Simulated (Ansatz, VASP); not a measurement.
Nb in VASP and in Ansatz

```
CELL_PARAMETERS angstrom
0.00000 2.08493 2.08493
2.08493 0.00000 2.08493
2.08493 2.08493 0.00000
ATOMIC_POSITIONS crystal
Nb 0.00000 0.00000 0.00000
```

Alike in both runs: task relaxation of cell and atoms; functional PBE; k mesh 16 × 16 × 16; occupations fermi-dirac, width 0.08 eV; no spin polarisation.

|  | VASP | Ansatz |
| --- | --- | --- |
| version | VASP 6.6.1 | Ansatz 0.2.0 |
| potentials or method | VASP PAW PBE potentials, release 64 (Nb_sv) | PAW with Ansatz's default frozen-core files, scalar-relativistic |
| plane-wave cutoff (eV) | 600 | 420 |
| valence electrons in the cell | 13 | 13 |

|  | VASP | Ansatz | Ansatz less VASP |
| --- | --- | --- | --- |
| relaxed volume (Å³/atom) | 18.74 | 18.78 | +0.040 |
| relaxed cell length with the largest relative difference (Å) | 2.981 | 2.983 | +0.0021 |
